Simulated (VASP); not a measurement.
A run of VASP 6.6.1 is set up as follows.

Contents of INCAR:

```
SYSTEM = InO3
PREC = Accurate
ENCUT = 520
EDIFF = 1E-6
ISMEAR = -1
SIGMA = 0.06122561905347299
LREAL = .False.
LASPH = .True.
NELM = 80
ALGO = Normal
ISIF = 2
LWAVE = .False.
LCHARG = .False.
GGA = PE
NBANDS = 24
```

The input KPOINTS:

```
Automatic mesh
0
Gamma
  9 9 9
  0 0 0
```

POSCAR

```
InO3
1.0
    4.1842631586      0.0000000000      0.0000000000
    0.0000000000      4.1842631586      0.0000000000
    0.0000000000      0.0000000000      4.1842631586
In O
1 3
Direct
    0.0000000000      0.0000000000      0.0000000000
    0.5000000000      0.0000000000      0.0000000000
    0.0000000000      0.5000000000      0.0000000000
    0.0000000000      0.0000000000      0.5000000000
```

Potentials or basis: VASP PAW PBE potentials, release 64 (In_d, O).

Launch:

```sh
$ cat potpaw_PBE.64/In_d/POTCAR potpaw_PBE.64/O/POTCAR > POTCAR
$ mpirun -np 1 vasp_std > vasp.out
```

(1) Predict the pressure.

(2) What does it give for the band gap on the k mesh?

Results:

(1) 1.6 GPa.

(2) zero (an odd number of electrons rules out a gap without spin polarisation).

Caveat: spin-orbit coupling is left out, which moves the levels of the heavy elements; an odd number of electrons without spin polarisation forces a metal; a magnetic or distorted state may lie lower.
